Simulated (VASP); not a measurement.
# Sb (R-3m) in VASP: further runs, part 2 of 3

VASP 6.6.1.

### Step 3. Single point, RPBE+D4

Input file INCAR:

```
PREC     = Accurate       # precision mode
ENCUT    = 520            # plane-wave cutoff, eV
EDIFF    = 1E-6           # SCF threshold, eV
ISMEAR   = -1             # smearing method
SIGMA    = 0.05           # smearing width, eV
LREAL    = F              # projectors in reciprocal space
LASPH    = T              # aspherical terms in the spheres
NELM     = 100            # most SCF steps
ALGO     = Normal         # electronic algorithm
ISIF     = 2              # what is computed and relaxed
LWAVE    = F              # write WAVECAR
LCHARG   = F              # write CHGCAR
GGA      = RP             # functional
IVDW     = 13             # dispersion correction
NBANDS   = 12             # bands
```

Input file KPOINTS:

```
regular mesh
0
Gamma
  8 8 8
```

Input file POSCAR:

```
Sb
1.0
    2.1684666409      1.2519647989      3.7828881425
   -2.1684666409      1.2519647989      3.7828881425
    0.0000000000     -2.5039295978      3.7828881425
Sb
2
Direct
    0.7665100000      0.7665100000      0.7665100000
    0.2334900000      0.2334900000      0.2334900000
```

Potentials or basis: VASP PAW PBE potentials, release 64 (Sb).

On the command line:

```console
$ cat potpaw_PBE.64/Sb/POTCAR > POTCAR
$ mpirun -np 1 vasp_std > vasp.out
```

OUTCAR:

```text
PREC = Accurate
   ENCUT = 520
   EDIFF = 1E-6
   ISMEAR = -1
   LREAL = F
   LASPH = T
   NELM = 100
   ISIF = 2
   GGA = RP
   IVDW = 13

 ion  position               nearest neighbor table
   1  0.767  0.767  0.767-   2 2.93   2 2.93   2 2.93   2 3.38   2 3.38   2 3.38
   2  0.233  0.233  0.233-   1 2.93   1 2.93   1 2.93   1 3.38   1 3.38   1 3.38

  LATTYP: Found a trigonal (rhomboedric) cell.
 ALAT       =     4.5365081427
 COS(alpha) =     0.5430253624

  Lattice vectors:

 A1 = (   2.1684666409,   1.2519647989,   3.7828881425)
 A2 = (  -2.1684666409,   1.2519647989,   3.7828881425)
 A3 = (   0.0000000000,  -2.5039295978,   3.7828881425)

Analysis of symmetry for initial positions (statically):
=====================================================================
 Subroutine PRICEL returns:
 Original cell was already a primitive cell.

 Routine SETGRP: Setting up the symmetry group for a
 trigonal (rhombohedral) supercell.

 Subroutine GETGRP returns: Found 12 space group operations
 (whereof 12 operations were pure point group operations)
 out of a pool of 12 trial point group operations.

The static configuration has the point symmetry D_3d.

[... 176 lines left out ...]
      8       9.8110      0.00000
      9      12.2381      0.00000
     10      12.2381      0.00000
     11      12.3946      0.00000
     12      13.8484      0.00000
[... 331 lines left out ...]
 k-point    24 :       0.3750    0.1250    0.1250
  band No.  band energies     occupation
      1      -4.4363      2.00000
      2      -0.3492      2.00000
      3       3.8524      2.00000
      4       5.6302      2.00000
      5       7.2499      0.89149
      6       7.3070      0.40859
      7       7.8291      0.00001
      8      10.1535      0.00000
      9      12.1668      0.00000
     10      13.0927      0.00000
     11      14.3173      0.00000
     12      16.0179      0.00000

 [... further k-points ...]

------------------------ aborting loop because EDIFF is reached ----------------------------------------

  DFT-D4 for vdW energy calculation

  Edisp (eV):   -1.83112

  FORCE on cell =-STRESS in cart. coord.  units (eV):
  Direction    XX          YY          ZZ          XY          YZ          ZX
  --------------------------------------------------------------------------------------
  -------------------------------------------------------------------------------------
  Total      -0.83826    -0.83826    -0.97146     0.00000     0.00000     0.00000
  in kB     -21.79575   -21.79575   -25.25906     0.00000     0.00000     0.00000
  external pressure =      -22.95 kB  Pullay stress =        0.00 kB

 VOLUME and BASIS-vectors are now :
 -----------------------------------------------------------------------------
  energy-cutoff  :      520.00
  volume of cell :       61.62
      direct lattice vectors                 reciprocal lattice vectors
     2.168466641  1.251964799  3.782888143     0.230577677  0.133124084  0.088116096
    -2.168466641  1.251964799  3.782888143    -0.230577677  0.133124084  0.088116096
     0.000000000 -2.503929598  3.782888143     0.000000000 -0.266248167  0.088116096

 POSITION                                       TOTAL-FORCE (eV/Angst)
 -----------------------------------------------------------------------------------
      0.00000      0.00000      8.69886         0.000000     -0.000000     -0.153583
      0.00000      0.00000      2.64980         0.000000      0.000000      0.153583
 -----------------------------------------------------------------------------------
    total drift:                                0.000000     -0.000000     -0.000000

  FREE ENERGIE OF THE ION-ELECTRON SYSTEM (eV)
  ---------------------------------------------------
  free  energy   TOTEN  =        -9.3632410256 eV

  energy  without entropy=       -9.3603455107  energy(sigma->0) =       -9.36179327
```

OSZICAR:

```text
N       E                     dE             d eps       ncg     rms          rms(c)
DAV:   1     0.353947288506E+02    0.35395E+02   -0.35886E+03  1560   0.658E+02
DAV:   2    -0.555260838976E+01   -0.40947E+02   -0.39232E+02  2008   0.106E+02
DAV:   3    -0.750417576977E+01   -0.19516E+01   -0.19361E+01  1944   0.256E+01
DAV:   4    -0.752136354980E+01   -0.17188E-01   -0.17186E-01  1768   0.289E+00
DAV:   5    -0.752157775061E+01   -0.21420E-03   -0.21420E-03  1928   0.356E-01    0.304E+00
DAV:   6    -0.752767251263E+01   -0.60948E-02   -0.25376E-03  1816   0.366E-01    0.184E+00
DAV:   7    -0.753177741635E+01   -0.41049E-02   -0.69409E-03  1796   0.589E-01    0.942E-02
DAV:   8    -0.753204741780E+01   -0.27000E-03   -0.26852E-04  1912   0.101E-01    0.265E-02
DAV:   9    -0.753211887427E+01   -0.71456E-04   -0.11106E-04  1760   0.608E-02    0.584E-03
DAV:  10    -0.753212199848E+01   -0.31242E-05   -0.48905E-06  1932   0.133E-02    0.297E-03
DAV:  11    -0.753212231634E+01   -0.31785E-06   -0.16737E-06  1772   0.769E-03
   1 F= -.93632410E+01 E0= -.93617933E+01  d E =-.289551E-02
```

stdout:

```text
POSCAR found type information on POSCAR Sb
 POSCAR found :  1 types and       2 ions
 scaLAPACK will be used
 -----------------------------------------------------------------------------
|                                                                             |
|                                                                             |
|     You enforced a specific xc type in the INCAR file but a different       |
|     I HOPE YOU KNOW WHAT YOU ARE DOING!                                     |
|                                                                             |
 -----------------------------------------------------------------------------

 LDA part: xc-table for (Slater+PW92), standard interpolation
 POSCAR, INCAR and KPOINTS ok, starting setup
 FFT: planning ... GRIDC
 FFT: planning ... GRID_SOFT
 FFT: planning ... GRID
 WAVECAR not read
 entering main loop
```

Run time: 19 s. Hardware: 1 thread of Intel Xeon 6975P-C (Granite Rapids), shared host; peak memory 0.21 GiB.

Results:

- Free energy: -9.3632 eV
- Pressure: -2.3 GPa
- Largest force: 0.154 eV/Å
- Band gap on the k mesh: zero (band 5 reaches 7.25 eV, above the bottom of band 6 at 6.96 eV)
- Dispersion energy per atom: -0.916 eV

Forces in eV/Å, atoms in the order of the input:
```
Sb   0.000  0.000 -0.154
Sb   0.000  0.000  0.154
```

Caveat: the PAW data sets were made with another functional, which shifts forces and pressure a little; spin-orbit coupling is left out, which moves the levels of the heavy elements; pairwise dispersion overbinds metals, which lowers pressure and volume.

(Continued in part 3 of 3.)
